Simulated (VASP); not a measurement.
# SnSe (P4/nmm) in VASP: further runs, part 2 of 2

VASP 6.6.1. Earlier steps stand in the parts before.

### 3 Single point, PBE+D3(BJ)

This run uses another cell than the first one, of 22.48 Å³/atom, 1.035 times its volume.

The input, INCAR:

```
  ALGO = Normal
  EDIFF = 1E-6
  ENCUT = 520
  GGA = PE
  ISIF = 2
  ISMEAR = 0
  IVDW = 12
  LASPH = True
  LCHARG = False
  LREAL = False
  LWAVE = False
  NBANDS = 28
  NELM = 60
  PREC = Accurate
  SIGMA = 0.03
```

The input, KPOINTS:

```
k-points
0
Gamma
  8 8 6
```

The input, POSCAR:

```
SnSe
1.0
    4.0813000000      0.0000000000      0.0000000000
    0.0000000000      4.0813000000      0.0000000000
    0.0000000000      0.0000000000      5.3979000000
Sn Se
2 2
Direct
    0.5000000000      0.0000000000      0.2500887432
    0.0000000000      0.5000000000      0.7499112568
    0.5000000000      0.0000000000      0.7499352227
    0.0000000000      0.5000000000      0.2500647773
```

Potentials or basis: VASP PAW PBE potentials, release 64 (Sn_d, Se).

Run with:

```sh
cat potpaw_PBE.64/Sn_d/POTCAR potpaw_PBE.64/Se/POTCAR > POTCAR
mpirun -np 1 vasp_std > vasp.out
```

OUTCAR:

```text
EDIFF = 1E-6
   ENCUT = 520
   GGA = PE
   ISIF = 2
   ISMEAR = 0
   IVDW = 12
   LASPH = True
   LREAL = False
   NELM = 60
   PREC = Accurate
 IVDW          = 12

 ion  position               nearest neighbor table
   1  0.500  0.000  0.250-   3 2.70   3 2.70   4 2.89   4 2.89   4 2.89   4 2.89
   2  0.000  0.500  0.750-   4 2.70   4 2.70   3 2.89   3 2.89   3 2.89   3 2.89
   3  0.500  0.000  0.750-   1 2.70   1 2.70   2 2.89   2 2.89   2 2.89   2 2.89
   4  0.000  0.500  0.250-   2 2.70   2 2.70   1 2.89   1 2.89   1 2.89   1 2.89

  LATTYP: Found a simple tetragonal cell.
 ALAT       =     4.0813000000
 C/A-ratio  =     1.3225932914

  Lattice vectors:

 A1 = (   4.0813000000,   0.0000000000,   0.0000000000)
 A2 = (   0.0000000000,   4.0813000000,   0.0000000000)
 A3 = (   0.0000000000,   0.0000000000,   5.3979000000)

Analysis of symmetry for initial positions (statically):
=====================================================================
 Subroutine PRICEL returns:
 Original cell was already a primitive cell.

 Routine SETGRP: Setting up the symmetry group for a
 simple tetragonal supercell.

 Subroutine GETGRP returns: Found 16 space group operations
 (whereof  8 operations were pure point group operations)
 out of a pool of 16 trial point group operations.

The static configuration has the point symmetry D_2d.
 The point group associated with its full space group is D_4h.

Analysis of symmetry for dynamics (positions and initial velocities):
=====================================================================
 Subroutine PRICEL returns:
 Original cell was already a primitive cell.

 Routine SETGRP: Setting up the symmetry group for a
 simple tetragonal supercell.
[... 123 lines left out ...]
   EMIN   =  10.00;   EMAX   =-10.00  energy-range for DOS
   EFERMI =   0.00;   METHOD = LEGACY
   ISMEAR =     0;   SIGMA  =   0.03  broadening in eV -4-tet -1-fermi 0-gaus
   EFERMI_NEDOS =   21; number of points for ismear=-14 and -15
   IALGO  =     38    algorithm
   IMIX   =      4    mixing-type and parameters
     AMIX     =   0.40;   BMIX     =  1.00
     AMIX_MAG =   1.60;   BMIX_MAG =  1.00
  volume/ion in A,a.u.               =      22.48       151.69
  Fermi-wavevector in a.u.,A,eV,Ry     =   1.249743  2.361673 21.250378  1.561859
  Thomas-Fermi vector in A             =   2.383770
   LORBIT       =      0    0 simple, 1 ext, 2 COOP (PROOUT), +10 PAW based schemes
   GGA     = PE    functional components
   LHFCALC =     F    Hartree Fock is set to
   AEXX    =    0.0000 exact exchange contribution
   IVDW    =    12    specifies the selected vdW correction
   LEPSILON=     F    determine dielectric tensor
   LRPA    =     F    only Hartree local field effects (RPA)
 non-spin polarized calculation
 Gauss-broadening in eV      SIGMA  =   0.03
  energy-cutoff  :      520.00
  volume of cell :       89.91
 maximum number of plane-waves:      2438
   NGX = 15   NGY = 15   NGZ = 21

 number of electron      40.0000002 magnetization

 Free energy of the ion-electron system (eV)
  ---------------------------------------------------
  ext. energy  EPLUGINS =         0.00000000
  ---------------------------------------------------
  free energy    TOTEN  =       -15.29532515 eV

  energy without entropy =      -15.29532515  energy(sigma->0) =      -15.29532515

 E-fermi :   8.1988     XC(G=0): -10.5028

 val. band max:        8.0615452108   @ k =   0.5000   0.1250   0.5000
 cond. band min:       8.3558279658   @ k =   0.5000   0.0000   0.3333
 fundamental gap:      0.2942827551
 Fermi energy:         8.1988027903

 k-point     1 :       0.0000    0.0000    0.0000
  band No.  band energies     occupation
      1     -13.8135      2.00000
      2     -13.7260      2.00000
      3     -13.7206      2.00000
      4     -13.7202      2.00000
      5     -13.7073      2.00000
      6     -13.7073      2.00000
[... 733 lines left out ...]
     27      14.7279      0.00000
     28      14.7279      0.00000

 [... further k-points ...]

------------------------ aborting loop because EDIFF is reached ----------------------------------------

 Edisp (eV)   -1.72210

 E8    (eV) :    -0.7747

  FORCE on cell =-STRESS in cart. coord.  units (eV):
  Direction    XX          YY          ZZ          XY          YZ          ZX
  --------------------------------------------------------------------------------------
  -------------------------------------------------------------------------------------
  Total       4.43385     4.43385    15.11090     0.00000     0.00000     0.00000
  in kB      79.00774    79.00774   269.26448     0.00000     0.00000     0.00000
  external pressure =      142.43 kB  Pullay stress =        0.00 kB

 VOLUME and BASIS-vectors are now :
 -----------------------------------------------------------------------------
  energy-cutoff  :      520.00
  volume of cell :       89.91
      direct lattice vectors                 reciprocal lattice vectors
     4.081300000  0.000000000  0.000000000     0.245019969  0.000000000  0.000000000
     0.000000000  4.081300000  0.000000000     0.000000000  0.245019969  0.000000000
     0.000000000  0.000000000  5.397900000     0.000000000  0.000000000  0.185257230

 POSITION                                       TOTAL-FORCE (eV/Angst)
 -----------------------------------------------------------------------------------
      2.04065      0.00000      1.34995         0.000000     -0.000000     -0.006265
      0.00000      2.04065      4.04795        -0.000000      0.000000      0.006265
      2.04065      0.00000      4.04808        -0.000000     -0.000000      0.006263
      0.00000      2.04065      1.34982         0.000000      0.000000     -0.006263
 -----------------------------------------------------------------------------------
    total drift:                                0.000000      0.000000     -0.000000

  FREE ENERGIE OF THE ION-ELECTRON SYSTEM (eV)
  ---------------------------------------------------
  free  energy   TOTEN  =       -17.0174225061 eV

  energy  without entropy=      -17.0174225061  energy(sigma->0) =      -17.01742251
```

It took 62 s on 1 thread of Intel Xeon 6975P-C (Granite Rapids), shared host; peak memory 0.27 GiB.

What came out:

```yaml
Free_energy: -17.0174 eV
Pressure: 14.2 GPa
Largest_force: 0.006 eV/Å
Band_gap_on_the_k_mesh: 0.29 eV
Dispersion_energy_per_atom: -0.431 eV
```

Forces in eV/Å, atoms in the order of the input:
```
Sn   0.000  0.000 -0.006
Sn   0.000  0.000  0.006
Se   0.000  0.000  0.006
Se   0.000  0.000 -0.006
```

Stress tensor (GPa, compression positive):
```
 7.90  0.00  0.00
 0.00  7.90  0.00
 0.00  0.00 26.93
```

Levels at points of the mesh, in eV from the valence-band top:
```
           k point  band 16  band 17  band 18  band 19  band 20  band 21  band 22  band 23  band 24  band 25
(0.00, 0.00, 0.00)    -4.91    -4.40    -3.43    -2.66    -2.66     2.01     4.33     4.33     5.33     5.33
(0.50, 0.00, 0.00)    -5.47    -2.99    -2.99    -1.14    -1.14     1.59     1.59     1.74     1.74     4.85
(0.50, 0.50, 0.00)    -6.01    -5.12    -5.12    -4.25    -4.25     2.30     2.30     5.53     5.53     6.88
(0.00, 0.00, 0.50)    -3.92    -3.92    -3.92    -1.32    -1.32     2.79     2.80     3.15     3.16     4.46
(0.50, 0.00, 0.50)    -2.70    -2.53    -2.53    -0.35    -0.35     0.72     0.72     1.32     1.32     1.41
(0.50, 0.50, 0.50)    -5.92    -5.91    -5.91    -0.22    -0.22     1.94     1.94     4.82     4.82     4.82
```

Caveat: spin-orbit coupling is left out, which moves the levels of the heavy elements.

### 4 Single point, PBE+D3(BJ)

This run uses another cell than the first one, of 23.26 Å³/atom, 1.071 times its volume.

The input, INCAR:

```
PREC     = Accurate       # precision mode
ENCUT    = 520            # plane-wave cutoff, eV
EDIFF    = 1E-6           # SCF threshold, eV
ISMEAR   = 0              # smearing method
SIGMA    = 0.03           # smearing width, eV
LREAL    = False          # projectors in reciprocal space
LASPH    = True           # aspherical terms in the spheres
NELM     = 60             # most SCF steps
ALGO     = Normal         # electronic algorithm
ISIF     = 2              # what is computed and relaxed
LWAVE    = False          # write WAVECAR
LCHARG   = False          # write CHGCAR
GGA      = PE             # functional
IVDW     = 12             # dispersion correction
NBANDS   = 28             # bands
```

The input, KPOINTS:

```
Automatic mesh
0
Gamma
  8 8 6
```

Changes to POSCAR since step 3:

```diff
@@ -2,4 +2,4 @@
 1.0
-    4.0813000000      0.0000000000      0.0000000000
-    0.0000000000      4.0813000000      0.0000000000
+    4.1516000000      0.0000000000      0.0000000000
+    0.0000000000      4.1516000000      0.0000000000
     0.0000000000      0.0000000000      5.3979000000
```

Run with:

```sh
cat potpaw_PBE.64/Sn_d/POTCAR potpaw_PBE.64/Se/POTCAR > POTCAR
mpirun -np 1 vasp_std > vasp.out
```

It took 63 s on 1 thread of Intel Xeon 6975P-C (Granite Rapids), shared host; peak memory 0.28 GiB.

It converged, with:

- Free energy: -17.1335 eV
- Pressure: 11.2 GPa
- Largest force: 0.006 eV/Å
- Band gap on the k mesh: 0.19 eV
- Dispersion energy per atom: -0.416 eV

Forces on the atoms (eV/Å):
```
Sn   0.000  0.000 -0.006
Sn   0.000  0.000  0.006
Se   0.000  0.000  0.006
Se   0.000  0.000 -0.006
```

Stress tensor (GPa, compression positive):
```
 4.05  0.00  0.00
 0.00  4.05  0.00
 0.00  0.00 25.64
```

Levels at points of the mesh, in eV from the valence-band top:
| k point | band 16 | band 17 | band 18 | band 19 | band 20 | band 21 | band 22 | band 23 | band 24 | band 25 |
| --- | --- | --- | --- | --- | --- | --- | --- | --- | --- | --- |
| (0.00, 0.00, 0.00) | -4.81 | -4.59 | -3.51 | -2.56 | -2.56 | 2.05 | 4.00 | 4.00 | 5.30 | 5.30 |
| (0.50, 0.00, 0.00) | -5.40 | -2.99 | -2.99 | -1.31 | -1.31 | 1.45 | 1.45 | 1.69 | 1.69 | 4.86 |
| (0.50, 0.50, 0.00) | -6.02 | -5.08 | -5.08 | -4.01 | -4.01 | 2.41 | 2.41 | 5.07 | 5.07 | 6.50 |
| (0.00, 0.00, 0.50) | -3.82 | -3.82 | -3.82 | -1.19 | -1.18 | 2.66 | 2.66 | 3.20 | 3.20 | 4.16 |
| (0.50, 0.00, 0.50) | -2.69 | -2.50 | -2.50 | -0.41 | -0.41 | 0.65 | 0.65 | 1.24 | 1.24 | 1.39 |
| (0.50, 0.50, 0.50) | -5.70 | -5.69 | -5.69 | -0.19 | -0.19 | 1.95 | 1.95 | 4.63 | 4.63 | 4.63 |

Caveat: spin-orbit coupling is left out, which moves the levels of the heavy elements.

### 5 Single point, PBE+D3(BJ)

This run uses another cell than the first one, of 24.05 Å³/atom, 1.108 times its volume.

The input, INCAR:

```
SYSTEM = SnSe
  PREC = Accurate
  ENCUT = 520
  EDIFF = 1E-6
  ISMEAR = 0
  SIGMA = 0.03
  LREAL = .False.
  LASPH = .True.
  NELM = 100
  ALGO = Normal
  ISIF = 2
  LWAVE = .False.
  LCHARG = .True.
  GGA = PE
  IVDW = 12
  LELF = .True.
  LVHAR = .True.
  NBANDS = 28
```

The input, KPOINTS:

```
Automatic mesh
0
Gamma
  8 8 6
  0 0 0
```

Changes to POSCAR since step 4:

```diff
@@ -2,4 +2,4 @@
 1.0
-    4.1516000000      0.0000000000      0.0000000000
-    0.0000000000      4.1516000000      0.0000000000
+    4.2220108060      0.0000000000      0.0000000000
+    0.0000000000      4.2220108060      0.0000000000
     0.0000000000      0.0000000000      5.3979000000
```

Run with:

```sh
cat potpaw_PBE.64/Sn_d/POTCAR potpaw_PBE.64/Se/POTCAR > POTCAR
mpirun -np 1 vasp_std > vasp.out
```

It took 56 s on 1 thread of Intel Xeon 6975P-C (Granite Rapids), shared host; peak memory 0.28 GiB.

Results (log left out):

```
Free energy                : -17.1835 eV
Pressure                   : 8.8 GPa
Largest force              : 0.006 eV/Å
Band gap on the k mesh     : 0.09 eV
Dispersion energy per atom : -0.402 eV
```

Forces in eV/Å, atoms in the order of the input:
```
Sn   0.000  0.000 -0.006
Sn   0.000  0.000  0.006
Se   0.000  0.000  0.006
Se   0.000  0.000 -0.006
```

Stress tensor (GPa, compression positive):
```
 0.98  0.00  0.00
 0.00  0.98  0.00
 0.00  0.00 24.37
```

Levels at points of the mesh, in eV from the valence-band top:
```
           k point  band 18  band 19  band 20  band 21  band 22  band 23
(0.00, 0.00, 0.00)    -3.59    -2.47    -2.47     2.09     3.70     3.70
(0.50, 0.00, 0.00)    -2.98    -1.48    -1.48     1.33     1.33     1.65
(0.50, 0.50, 0.00)    -5.05    -3.79    -3.79     2.51     2.51     4.65
(0.00, 0.00, 0.50)    -3.73    -1.06    -1.06     2.54     2.54     3.25
(0.50, 0.00, 0.50)    -2.49    -0.46    -0.46     0.59     0.59     1.09
(0.50, 0.50, 0.50)    -5.48    -0.16    -0.16     1.94     1.94     4.40
```

Caveat: spin-orbit coupling is left out, which moves the levels of the heavy elements. A k mesh can miss the band edges.

### 6 Single point, PBE+D3(BJ)

This run uses another cell than the first one, of 24.49 Å³/atom, 1.128 times its volume.

The input, INCAR:

```
PREC = Accurate
ENCUT = 520
EDIFF = 1E-7
ISMEAR = 0
SIGMA = 0.03
LREAL = F
LASPH = T
NELM = 60
ALGO = Normal
ISIF = 2
LWAVE = F
LCHARG = F
GGA = PE
IVDW = 12
NBANDS = 28
```

The input, KPOINTS:

```
Automatic mesh
0
Gamma
  8 8 6
```

The input, POSCAR:

```
SnSe
1.0
    4.1516000000      0.0000000000      0.0000000000
    0.0000000000      4.1516000000      0.0000000000
    0.0000000000      0.0000000000      5.6845000000
Sn Se
2 2
Direct
    0.5000000000      0.0000000000      0.2500887432
    0.0000000000      0.5000000000      0.7499112568
    0.5000000000      0.0000000000      0.7499352227
    0.0000000000      0.5000000000      0.2500647773
```

Potentials or basis: VASP PAW PBE potentials, release 64 (Sn_d, Se).

Run with:

```sh
cat potpaw_PBE.64/Sn_d/POTCAR potpaw_PBE.64/Se/POTCAR > POTCAR
mpirun -np 1 vasp_std > vasp.out
```

OUTCAR:

```text
PREC = Accurate
   ENCUT = 520
   EDIFF = 1E-7
   ISMEAR = 0
   LREAL = F
   LASPH = T
   NELM = 60
   ISIF = 2
   GGA = PE
   IVDW = 12
 IVDW          = 12

 ion  position               nearest neighbor table
   1  0.500  0.000  0.250-   3 2.84   3 2.84   4 2.94   4 2.94   4 2.94   4 2.94
   2  0.000  0.500  0.750-   4 2.84   4 2.84   3 2.94   3 2.94   3 2.94   3 2.94
   3  0.500  0.000  0.750-   1 2.84   1 2.84   2 2.94   2 2.94   2 2.94   2 2.94
   4  0.000  0.500  0.250-   2 2.84   2 2.84   1 2.94   1 2.94   1 2.94   1 2.94
[... 950 lines left out ...]

  FORCE on cell =-STRESS in cart. coord.  units (eV):
  Direction    XX          YY          ZZ          XY          YZ          ZX
  --------------------------------------------------------------------------------------
  -------------------------------------------------------------------------------------
  Total       2.13922     2.13922     6.13097     0.00000     0.00000     0.00000
  in kB      34.98177    34.98177   100.25744     0.00000     0.00000     0.00000
  external pressure =       56.74 kB  Pullay stress =        0.00 kB

 VOLUME and BASIS-vectors are now :
 -----------------------------------------------------------------------------
  energy-cutoff  :      520.00
  volume of cell :       97.98
      direct lattice vectors                 reciprocal lattice vectors
     4.151600000  0.000000000  0.000000000     0.240870989  0.000000000  0.000000000
     0.000000000  4.151600000  0.000000000     0.000000000  0.240870989  0.000000000
     0.000000000  0.000000000  5.684500000     0.000000000  0.000000000  0.175916967

 POSITION                                       TOTAL-FORCE (eV/Angst)
 -----------------------------------------------------------------------------------
      2.07580      0.00000      1.42163         0.000000     -0.000000     -0.002994
      0.00000      2.07580      4.26287        -0.000000     -0.000000      0.002994
      2.07580      0.00000      4.26301        -0.000000      0.000000      0.002913
      0.00000      2.07580      1.42149        -0.000000     -0.000000     -0.002913
 -----------------------------------------------------------------------------------
    total drift:                                0.000000      0.000000      0.000000

  FREE ENERGIE OF THE ION-ELECTRON SYSTEM (eV)
  ---------------------------------------------------
  free  energy   TOTEN  =       -17.6675014188 eV

  energy  without entropy=      -17.6675014188  energy(sigma->0) =      -17.66750142
```

OSZICAR:

```text
N       E                     dE             d eps       ncg     rms          rms(c)
DAV:   1     0.372797212682E+03    0.37280E+03   -0.19440E+04  3444   0.190E+03
DAV:   2     0.345798256164E+02   -0.33822E+03   -0.32888E+03  3408   0.493E+02
DAV:   3    -0.140399940661E+02   -0.48620E+02   -0.47534E+02  4024   0.156E+02
DAV:   4    -0.163043431192E+02   -0.22643E+01   -0.22471E+01  3916   0.347E+01
DAV:   5    -0.163575573787E+02   -0.53214E-01   -0.53204E-01  4088   0.592E+00    0.526E+00
DAV:   6    -0.160914677412E+02    0.26609E+00   -0.53339E-01  4552   0.409E+00    0.325E+00
DAV:   7    -0.160884509276E+02    0.30168E-02   -0.18538E-01  4256   0.175E+00    0.121E+00
DAV:   8    -0.160896932581E+02   -0.12423E-02   -0.21303E-02  3888   0.106E+00    0.154E-01
DAV:   9    -0.160896883514E+02    0.49067E-05   -0.21212E-03  4112   0.386E-01    0.606E-02
DAV:  10    -0.160897699662E+02   -0.81615E-04   -0.26214E-04  3708   0.839E-02    0.252E-02
DAV:  11    -0.160897846903E+02   -0.14724E-04   -0.77447E-05  4020   0.615E-02    0.113E-02
DAV:  12    -0.160897850795E+02   -0.38921E-06   -0.71435E-06  4180   0.179E-02    0.644E-03
DAV:  13    -0.160897844585E+02    0.62100E-06   -0.67014E-07  3396   0.436E-03    0.297E-03
DAV:  14    -0.160897843609E+02    0.97634E-07   -0.58779E-07  3612   0.638E-03
   1 F= -.17667501E+02 E0= -.17667501E+02  d E =-.146360E-12
```

stdout:

```text
POSCAR found type information on POSCAR SnSe
 POSCAR found :  2 types and       4 ions
 scaLAPACK will be used
 LDA part: xc-table for (Slater+PW92), standard interpolation
 POSCAR, INCAR and KPOINTS ok, starting setup
 FFT: planning ... GRIDC
 FFT: planning ... GRID_SOFT
 FFT: planning ... GRID
 WAVECAR not read
 entering main loop
```

Run time: 66 s. Hardware: 1 thread of Intel Xeon 6975P-C (Granite Rapids), shared host; peak memory 0.29 GiB.

What came out:

```
Free energy                : -17.6675 eV
Pressure                   : 5.7 GPa
Band gap on the k mesh     : 0.38 eV
Dispersion energy per atom : -0.394 eV
```

Forces on the atoms (eV/Å):
```
Sn   0.000  0.000 -0.003
Sn   0.000  0.000  0.003
Se   0.000  0.000  0.003
Se   0.000  0.000 -0.003
```

Caveat: spin-orbit coupling is left out, which moves the levels of the heavy elements. A k mesh can miss the band edges.

### 7 Overview

| cell | gap on the mesh (eV) | pressure (GPa) | largest force (eV/Å) |
| --- | --- | --- | --- |
| a = 4.011, b = 4.011, c = 5.398 Å, 4 atoms | 0.23 | 17.8 | 0.01 |
| a = 4.081, b = 4.081, c = 5.398 Å, 4 atoms | 0.29 | 14.2 | 0.01 |
| a = 4.152, b = 4.152, c = 5.398 Å, 4 atoms | 0.19 | 11.2 | 0.01 |
| a = 4.222, b = 4.222, c = 5.398 Å, 4 atoms | 0.09 | 8.8 | 0.01 |
| a = 4.152, b = 4.152, c = 5.684 Å, 4 atoms | 0.38 | 5.7 | - |

Alike in all rows: task single point; level PBE+D3(BJ); potentials or basis VASP PAW PBE potentials, release 64 (Sn_d, Se); no spin polarisation; k mesh 8 × 8 × 6; cutoff (eV) 520; smearing gaussian 0.03 eV.

Caveats: spin-orbit coupling is left out, which moves the levels of the heavy elements.

Absolute energies hang on the potentials; compare differences alone.
